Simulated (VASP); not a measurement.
# LiCl (F-43m) in VASP: a series of runs

Runs on LiCl. Level: PBE. Tasks: single point, relaxation of cell and atoms.

Program: VASP 6.6.1. These are calculated values, not measurements. Logs are shortened: lines on timing, memory, paths and dates and some standing lists are left out, and cuts for length are marked.

### 1 The cell of the first run

Symmetry: F-43m, No. 216, cubic system. Conventional cell: a = 5.570 Å, b = 5.570 Å, c = 5.570 Å, α = 90.00°, β = 90.00°, γ = 90.00°. Within 3.2 Å of Li (site symmetry -43m) lie 4 Cl at 2.41 Å. Within 3.2 Å of Cl (site symmetry -43m) lie 4 Li at 2.41 Å.

### 2 Single point, PBE (21.60 Å³/atom)

The input, INCAR:

```
SYSTEM = LiCl
PREC = Accurate ; ENCUT = 520
EDIFF = 1E-6 ; ISMEAR = 0
SIGMA = 0.02 ; LREAL = .False.
LASPH = .True. ; NELM = 60
ALGO = Normal ; ISIF = 2
LWAVE = .False. ; LCHARG = .True.
GGA = PE ; LELF = .True.
LVHAR = .True. ; NBANDS = 12
```

The input, KPOINTS:

```
Automatic mesh
0
Gamma
  8 8 8
  0 0 0
```

The input, POSCAR:

```
LiCl
1.0
    0.0000000000      2.7851244396      2.7851244396
    2.7851244396      0.0000000000      2.7851244396
    2.7851244396      2.7851244396      0.0000000000
Li Cl
1 1
Direct
    0.7500000000      0.7500000000      0.7500000000
    0.5000000000      0.5000000000      0.5000000000
```

Potentials or basis: VASP PAW PBE potentials, release 64 (Li_sv, Cl).

Started as:

```
$ cat potpaw_PBE.64/Li_sv/POTCAR potpaw_PBE.64/Cl/POTCAR > POTCAR
$ mpirun -np 1 vasp_std > vasp.out
```

OUTCAR:

```text
SYSTEM = LiCl
   PREC = Accurate
   ENCUT = 520
   EDIFF = 1E-6
   ISMEAR = 0
   LREAL = .False.
   LASPH = .True.
   NELM = 60
   ISIF = 2
   GGA = PE

 ion  position               nearest neighbor table
   1  0.750  0.750  0.750-   2 2.41   2 2.41   2 2.41   2 2.41
   2  0.500  0.500  0.500-   1 2.41   1 2.41   1 2.41   1 2.41

  LATTYP: Found a face centered cubic cell.
 ALAT       =     5.5702488792

  Lattice vectors:

 A1 = (   0.0000000000,   2.7851244396,   2.7851244396)
 A2 = (   2.7851244396,   0.0000000000,   2.7851244396)
 A3 = (   2.7851244396,   2.7851244396,   0.0000000000)

Analysis of symmetry for initial positions (statically):
=====================================================================
 Subroutine PRICEL returns:
 Original cell was already a primitive cell.

 Routine SETGRP: Setting up the symmetry group for a
 face centered cubic supercell.

 Subroutine GETGRP returns: Found 24 space group operations
 (whereof 24 operations were pure point group operations)
 out of a pool of 48 trial point group operations.

The static configuration has the point symmetry T_d .

Analysis of symmetry for dynamics (positions and initial velocities):
=====================================================================
 Subroutine PRICEL returns:
 Original cell was already a primitive cell.

 Routine SETGRP: Setting up the symmetry group for a
 face centered cubic supercell.

 Subroutine GETGRP returns: Found 24 space group operations
 (whereof 24 operations were pure point group operations)
 out of a pool of 48 trial point group operations.

The dynamic configuration has the point symmetry T_d .

 Subroutine INISYM returns: Found 24 space group operations
 (whereof 24 operations are pure point group operations),
 and found     1 'primitive' translations

----------------------------------------------------------------------------------------

                                     Primitive cell

  volume of cell :      43.2080

  direct lattice vectors                    reciprocal lattice vectors
     0.000000000  2.785124440  2.785124440    -0.179525192  0.179525192  0.179525192
     2.785124440  0.000000000  2.785124440     0.179525192 -0.179525192  0.179525192
     2.785124440  2.785124440  0.000000000     0.179525192  0.179525192 -0.179525192

  length of vectors
     3.938760755  3.938760755  3.938760755     0.310946754  0.310946754  0.310946754

  position of ions in fractional coordinates (direct lattice)
     0.750000000  0.750000000  0.750000000
[... 83 lines left out ...]
   NFREE  =      0    steps in history (QN), initial steepest desc. (CG)
   ISIF   =      2    stress and relaxation
   ISYM   =      2    0-nonsym 1-usesym 2-fastsym
   POTIM  = 0.5000    time-step for ionic-motion
   TEBEG  =    0.0;   TEEND  =   0.0 temperature during run
   PSTRESS=    0.0 pullay stress
   NELECT =      10.0000    total number of electrons
   NUPDOWN=      -1.0000    fix difference up-down
   EMIN   =  10.00;   EMAX   =-10.00  energy-range for DOS
   EFERMI =   0.00;   METHOD = LEGACY
   ISMEAR =     0;   SIGMA  =   0.02  broadening in eV -4-tet -1-fermi 0-gaus
   EFERMI_NEDOS =   21; number of points for ismear=-14 and -15
   IALGO  =     38    algorithm
   IMIX   =      4    mixing-type and parameters
     AMIX     =   0.40;   BMIX     =  1.00
     AMIX_MAG =   1.60;   BMIX_MAG =  1.00
  volume/ion in A,a.u.               =      21.60       145.79
  Fermi-wavevector in a.u.,A,eV,Ry     =   1.005125  1.899412 13.745653  1.010277
  Thomas-Fermi vector in A             =   2.137785
   LORBIT       =      0    0 simple, 1 ext, 2 COOP (PROOUT), +10 PAW based schemes
   GGA     = PE    functional components
   LHFCALC =     F    Hartree Fock is set to
   AEXX    =    0.0000 exact exchange contribution
   IVDW    =     0    specifies the selected vdW correction
   LEPSILON=     F    determine dielectric tensor
   LRPA    =     F    only Hartree local field effects (RPA)
 non-spin polarized calculation
 Gauss-broadening in eV      SIGMA  =   0.02
  energy-cutoff  :      520.00
  volume of cell :       43.21
 maximum number of plane-waves:      1211
 NGX is ok and might be reduce to    30
   NGX = 15   NGY = 15   NGZ = 15

 number of electron      10.0000012 magnetization

 Free energy of the ion-electron system (eV)
  ---------------------------------------------------
  ext. energy  EPLUGINS =         0.00000000
  ---------------------------------------------------
  free energy    TOTEN  =        -7.42496277 eV

  energy without entropy =       -7.42496277  energy(sigma->0) =       -7.42496277

 E-fermi :  -1.3023     XC(G=0):  -7.5045

 val. band max:       -1.4556857066   @ k =   0.0000   0.0000   0.0000
 cond. band min:       4.4065408149   @ k =   0.0000   0.0000   0.0000
 fundamental gap:      5.8622265214
 Fermi energy:        -1.3022877866

 k-point     1 :       0.0000    0.0000    0.0000
  band No.  band energies     occupation
      1     -44.4336      2.00000
      2     -14.0697      2.00000
      3      -1.4557      2.00000
      4      -1.4557      2.00000
      5      -1.4557      2.00000
      6       4.4065      0.00000
      7       8.6456      0.00000
      8       8.6456      0.00000
      9       8.6456      0.00000
     10      12.9136      0.00000
     11      12.9136      0.00000
     12      15.9096      0.00000
[... 331 lines left out ...]
 k-point    24 :      -0.3750    0.2500    0.1250
  band No.  band energies     occupation
      1     -44.4321      2.00000
      2     -13.7725      2.00000
      3      -3.0888      2.00000
      4      -2.1927      2.00000
      5      -1.9199      2.00000
      6       7.2915      0.00000
      7       7.6381      0.00000
      8       9.8478      0.00000
      9       9.9067      0.00000
     10      12.0671      0.00000
     11      14.0757      0.00000
     12      14.9078      0.00000

 [... further k-points ...]
[... 5 lines left out ...]
  --------------------------------------------------------------------------------------
  -------------------------------------------------------------------------------------
  Total       -0.2031455     -0.2031455     -0.2031455      0.0000000      0.0000000      0.0000000
  in kB       -7.5327579     -7.5327579     -7.5327579      0.0000000      0.0000000      0.0000000
  external PRESSURE =      -7.5327579 kB  Pullay stress =       0.0000000 kB

 VOLUME and BASIS-vectors are now :
 -----------------------------------------------------------------------------
  energy-cutoff  :      520.00
  volume of cell :       43.21
      direct lattice vectors                 reciprocal lattice vectors
     0.000000000  2.785124440  2.785124440    -0.179525192  0.179525192  0.179525192
     2.785124440  0.000000000  2.785124440     0.179525192 -0.179525192  0.179525192
     2.785124440  2.785124440  0.000000000     0.179525192  0.179525192 -0.179525192

 POSITION                                       TOTAL-FORCE (eV/Angst)
 -----------------------------------------------------------------------------------
      4.17769      4.17769      4.17769         0.000000      0.000000      0.000000
      2.78512      2.78512      2.78512        -0.000000     -0.000000     -0.000000
 -----------------------------------------------------------------------------------
    total drift:                                0.000000      0.000000     -0.000000

  FREE ENERGIE OF THE ION-ELECTRON SYSTEM (eV)
  ---------------------------------------------------
  free  energy   TOTEN  =        -7.4249627654 eV

  energy  without entropy=       -7.4249627654  energy(sigma->0) =       -7.42496277
```

It took 24 s on 1 thread of Intel Xeon 8259CL, shared host; peak memory 0.16 GiB.

What came out:

| Property | Result |
| --- | --- |
| Free energy | -7.4250 eV |
| Band gap on the k mesh | 5.86 eV |

Levels at points of the mesh, in eV from the valence-band top:
```csv
k point,band 2,band 3,band 4,band 5,band 6,band 7,band 8,band 9
"(0.00, 0.00, 0.00)",-12.61,0.00,0.00,0.00,5.86,10.10,10.10,10.10
"(0.50, 0.00, 0.00)",-12.36,-1.86,-0.27,-0.27,8.21,10.27,10.27,10.44
"(0.50, 0.50, 0.00)",-12.28,-1.51,-0.76,-0.76,6.66,9.60,12.97,13.54
```

Caveat: the cutoff is under 1.25 times the usual one of these potentials, so pressure, stress and relaxed cells hold a basis-set (Pulay) error.

### 3 Single point, PBE (22.23 Å³/atom)

This run uses another cell than the first one, of 22.23 Å³/atom.

The input, INCAR:

```
  PREC = Accurate
  ENCUT = 520
  EDIFF = 1E-6
  ISMEAR = 0
  SIGMA = 0.02
  LREAL = False
  LASPH = True
  NELM = 80
  ALGO = Normal
  ISIF = 2
  LWAVE = False
  LCHARG = False
  GGA = PE
  NBANDS = 12
```

The input, KPOINTS:

```
regular mesh
0
Gamma
  8 8 8
```

The input, POSCAR:

```
LiCl
1.0
    0.0000000000      2.8119061252      2.8119061252
    2.8119061252      0.0000000000      2.8119061252
    2.8119061252      2.8119061252      0.0000000000
Li Cl
1 1
Direct
    0.7500000000      0.7500000000      0.7500000000
    0.5000000000      0.5000000000      0.5000000000
```

Potentials or basis: VASP PAW PBE potentials, release 64 (Li_sv, Cl).

Started as:

```
$ cat potpaw_PBE.64/Li_sv/POTCAR potpaw_PBE.64/Cl/POTCAR > POTCAR
$ mpirun -np 1 vasp_std > vasp.out
```

It took 21 s on 1 thread of Intel Xeon 8259CL, shared host; peak memory 0.16 GiB.

Results (log left out):

```
Free energy            : -7.4174 eV
Band gap on the k mesh : 5.77 eV
```

Levels at points of the mesh, in eV from the valence-band top:
```tsv
k point	band 2	band 3	band 4	band 5	band 6	band 7	band 8	band 9
(0.00, 0.00, 0.00)	-12.56	0.00	0.00	0.00	5.77	10.06	10.06	10.06
(0.50, 0.00, 0.00)	-12.32	-1.78	-0.25	-0.25	8.12	10.23	10.23	10.28
(0.50, 0.50, 0.00)	-12.25	-1.45	-0.73	-0.73	6.67	9.56	12.71	13.33
```

Caveat: the cutoff is under 1.25 times the usual one of these potentials, so pressure, stress and relaxed cells hold a basis-set (Pulay) error.

### 4 Single point, PBE (23.07 Å³/atom)

This run uses another cell than the first one, of 23.07 Å³/atom.

The input, INCAR:

```
SYSTEM = LiCl
ALGO = Normal ; EDIFF = 1E-6
ENCUT = 520 ; GGA = PE
ISIF = 2 ; ISMEAR = 0
LASPH = .TRUE. ; LCHARG = .FALSE.
LREAL = .FALSE. ; LWAVE = .FALSE.
NBANDS = 12 ; NELM = 80
PREC = Accurate ; SIGMA = 0.02
```

The input, KPOINTS:

```
k-points
0
G
  8 8 8
  0 0 0
```

The input, POSCAR:

```
LiCl
1.0
    0.0000000000      2.8468402081      2.8468402081
    2.8468402081      0.0000000000      2.8468402081
    2.8468402081      2.8468402081      0.0000000000
Li Cl
1 1
Direct
    0.7500000000      0.7500000000      0.7500000000
    0.5000000000      0.5000000000      0.5000000000
```

Started as:

```
$ cat potpaw_PBE.64/Li_sv/POTCAR potpaw_PBE.64/Cl/POTCAR > POTCAR
$ mpirun -np 1 vasp_std > vasp.out
```

Wall time 20 s (1 thread of Intel Xeon 8259CL, shared host); peak memory 0.16 GiB.

The run converged. Its results:

| Property | Result |
| --- | --- |
| Free energy | -7.4009 eV |
| Band gap on the k mesh | 5.65 eV |

Levels at points of the mesh, in eV from the valence-band top:
| k point | band 1 | band 2 | band 3 | band 4 | band 5 | band 6 | band 7 | band 8 | band 9 | band 10 |
| --- | --- | --- | --- | --- | --- | --- | --- | --- | --- | --- |
| (0.00, 0.00, 0.00) | -43.15 | -12.49 | 0.00 | 0.00 | 0.00 | 5.65 | 10.00 | 10.00 | 10.00 | 14.17 |
| (0.50, 0.00, 0.00) | -43.15 | -12.27 | -1.68 | -0.24 | -0.24 | 8.00 | 10.08 | 10.17 | 10.17 | 15.56 |
| (0.50, 0.50, 0.00) | -43.15 | -12.21 | -1.37 | -0.68 | -0.68 | 6.68 | 9.51 | 12.38 | 13.08 | 13.08 |

Caveat: the cutoff is under 1.25 times the usual one of these potentials, so pressure, stress and relaxed cells hold a basis-set (Pulay) error.

### 5 Relaxation of cell and atoms, PBE

This run uses another cell than the first one, of 15.25 Å³/atom.

The input, INCAR:

```
PREC = Accurate ; ENCUT = 600
EDIFF = 1E-7 ; ISMEAR = 0
SIGMA = 0.1 ; LREAL = False
LASPH = True ; NELM = 100
ALGO = Normal ; ISIF = 3
LWAVE = False ; LCHARG = False
GGA = PE ; IBRION = 2
NSW = 90 ; EDIFFG = -0.04
```

The input, KPOINTS:

```
regular mesh
0
Gamma
  6 6 6
```

The input, POSCAR:

```
LiCl
1.0
    0.0000000000      2.4796039400      2.4796039400
    2.4796039400      0.0000000000      2.4796039400
    2.4796039400      2.4796039400      0.0000000000
Li Cl
1 1
Direct
    0.2500000000      0.2500000000      0.2500000000
    0.5000000000      0.5000000000      0.5000000000
```

Started as:

```
$ cat potpaw_PBE.64/Li_sv/POTCAR potpaw_PBE.64/Cl/POTCAR > POTCAR
$ mpirun -np 1 vasp_std > vasp.out
```

It took 23 s on 1 thread of Intel Xeon 8259CL, shared host; peak memory 0.15 GiB.

The run converged. Its results:

```
Free energy                           : -7.4201 eV
Relaxed volume                        : 20.76 Å³/atom
Relaxed cell                          : a = 3.887 Å, b = 3.887 Å, c = 3.887 Å, α = 60.00°, β = 60.00°, γ = 60.00°
Space group after relaxing (to 0.1 Å) : F-43m (No. 216)
Energy gained by relaxing             : 203.0 meV/atom
Ionic steps                           : 4
Pressure after relaxing               : 0.1 GPa
Band gap on the k mesh                : 6.00 eV
```

The path:
| step | energy change (eV) | largest force (eV/Å) | pressure (GPa) | volume (Å³) |
| --- | --- | --- | --- | --- |
| 1 | 0.0000 | 0.0000 | 15.16 | 30.49 |
| 2 | -0.3618 | 0.0000 | 3.56 | 37.31 |
| 3 | -0.4023 | 0.0000 | 0.91 | 40.33 |
| 4 | -0.4059 | 0.0000 | 0.10 | 41.52 |

Final structure:
```cif
data_structure
_symmetry_space_group_name_H-M 'P 1'
_symmetry_Int_Tables_number 1
_cell_length_a 3.8868
_cell_length_b 3.8868
_cell_length_c 3.8868
_cell_angle_alpha 60.000
_cell_angle_beta 60.000
_cell_angle_gamma 60.000
_cell_volume 41.52
loop_
_atom_site_label
_atom_site_type_symbol
_atom_site_fract_x
_atom_site_fract_y
_atom_site_fract_z
_atom_site_occupancy
Li1 Li 0.25000 0.25000 0.25000 1
Cl1 Cl 0.50000 0.50000 0.50000 1
```

Levels at points of the mesh, in eV from the valence-band top:
| k point | band 1 | band 2 | band 3 | band 4 | band 5 | band 6 | band 7 | band 8 | band 9 |
| --- | --- | --- | --- | --- | --- | --- | --- | --- | --- |
| (0.00, 0.00, 0.00) | -42.88 | -12.70 | 0.00 | 0.00 | 0.00 | 6.00 | 10.16 | 10.16 | 10.16 |
| (0.50, 0.00, 0.00) | -42.88 | -12.41 | -1.98 | -0.28 | -0.28 | 8.34 | 10.33 | 10.33 | 10.66 |
| (0.50, 0.50, 0.00) | -42.88 | -12.33 | -1.61 | -0.82 | -0.82 | 6.65 | 9.65 | 13.35 | 13.82 |

Caveat: the cutoff is under 1.25 times the usual one of these potentials, so pressure, stress and relaxed cells hold a basis-set (Pulay) error; the volume moved by over 15 % at a fixed basis, so the end points are rough.

### 6 Summary

```csv
task,cell,k mesh,cutoff (eV),smearing,gap on the mesh (eV)
single point,"a = 3.939 Å, angles 60.0°, 2 atoms",8 × 8 × 8,520,gaussian 0.02 eV,5.86
single point,"a = 3.977 Å, angles 60.0°, 2 atoms",8 × 8 × 8,520,gaussian 0.02 eV,5.77
single point,"a = 4.026 Å, angles 60.0°, 2 atoms",8 × 8 × 8,520,gaussian 0.02 eV,5.65
relaxation of cell and atoms,"relaxed from a = 3.507 Å, angles 60.0°, 2 atoms",6 × 6 × 6,600,gaussian 0.1 eV,6.00
```

Alike in all rows: level PBE; potentials or basis VASP PAW PBE potentials, release 64 (Li_sv, Cl); no spin polarisation.

Caveats: the cutoff is under 1.25 times the usual one of these potentials, so pressure, stress and relaxed cells hold a basis-set (Pulay) error; the volume moved by over 15 % at a fixed basis, so the end points are rough (at least some runs).

Absolute energies hang on the potentials; compare differences alone.
